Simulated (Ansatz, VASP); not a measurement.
**Two plane-wave programs on CaBe2O3**

```
Ca Be O
1.0
     2.78566   -4.17070    0.00000
     2.78566    4.17070    0.00000
     0.00000    0.00000    2.95364
Ca Be O
1 2 3
Cartesian
  0.0000 0.0000 0.0000
  2.7857 -1.1500 1.4768
  2.7857 1.1500 1.4768
  2.7857 2.5830 1.4768
  2.7857 -2.5830 1.4768
  2.7857 0.0000 0.0000
```

Change from the starting cell: species swapped into the Li2CeO3 type (Cmmm, No. 65).

Alike in both runs: functional PBE; k mesh 6 × 6 × 10; occupations gaussian, width 0.02 eV; no spin polarisation.

Ansatz relaxed the structure, and its values are those at the end. VASP's run is a single point on that final structure, the one shown.

```csv
,VASP,Ansatz
version,VASP 6.6.1,Ansatz 0.2.0
potentials or method,"VASP PAW PBE potentials, release 64 (Ca_sv, Be, O), cutoff 520 eV","scalar-relativistic, plane waves, PAW"
valence electrons in the cell,32,32
```

Ansatz gave:

* gap on the k mesh at the Fermi level (eV): 1.74
* least direct gap on the mesh (eV): 1.97
* pressure (GPa): 0.0
* rms of the force components (eV/Å): 0.000

Q: What did VASP give for the same quantities?

A: gap on the k mesh at the Fermi level (eV): 1.72; least direct gap on the mesh (eV): 1.96; pressure (GPa): 0.3; rms of the force components (eV/Å): 0.043.

With one functional, cell and mesh, what is left measures potentials, basis and numerics.
